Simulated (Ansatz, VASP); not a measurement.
**Two plane-wave programs on Cu**

Contents of INCAR:

```
SYSTEM = Cu
PREC = Accurate ; ENCUT = 520
EDIFF = 1E-7 ; ISMEAR = 0
SIGMA = 0.15 ; LREAL = .FALSE.
LASPH = .TRUE. ; NELM = 100
ALGO = Fast ; ISIF = 2
LWAVE = .FALSE. ; LCHARG = .FALSE.
GGA = PS ; NBANDS = 12
```

The input KPOINTS:

```
regular mesh
0
G
  26 26 26
  0 0 0
```

Contents of POSCAR:

```
Cu
1.0
   -1.4195183900      1.4195183900      1.4215768414
    1.4195183900     -1.4195183900      1.4215768414
    1.4195183900      1.4195183900     -1.4215768414
Cu
1
Direct
    0.0000000000      0.0000000000      0.0000000000
```

Input for Ansatz:

```yaml
crystal:
  lattice:
    - [-1.41951839, 1.41951839, 1.4215768414]
    - [1.41951839, -1.41951839, 1.4215768414]
    - [1.41951839, 1.41951839, -1.4215768414]
  atoms:
    - { symbol: Cu, position: [0.0, 0.0, 0.0] }
basis:
  ecutwfc: 420
kpoints:
  mp_grid: { grid: [26, 26, 26] }
hamiltonian:
  xc: pbesol
scf:
  occupations: { method: gaussian, width: 0.15 }
output:
  forces: true
  stress: true
  eigenvalues: true
```

Alike in both runs: task single point; functional PBEsol; k mesh 26 × 26 × 26; occupations gaussian, width 0.15 eV; no spin polarisation.

|  | VASP | Ansatz |
| --- | --- | --- |
| version | VASP 6.6.1 | Ansatz 0.2.0 |
| potentials or method | VASP PAW PBE potentials, release 64 (Cu), cutoff 520 eV | scalar-relativistic, plane waves, PAW |
| valence electrons in the cell | 11 | 19 |

```tsv
	VASP	Ansatz	Ansatz less VASP
gap on the k mesh at the Fermi level (eV)	none	none	-
pressure (GPa)	-0.4	-1.5	-1.07
```

VASP's potentials were made for PBE, not for PBEsol. A gap of «none» marks a metal or a gap that the smearing closes. VASP's potentials hold 11 valence electrons a cell and Ansatz's 19, so a difference there can come from the potentials and not from the codes.
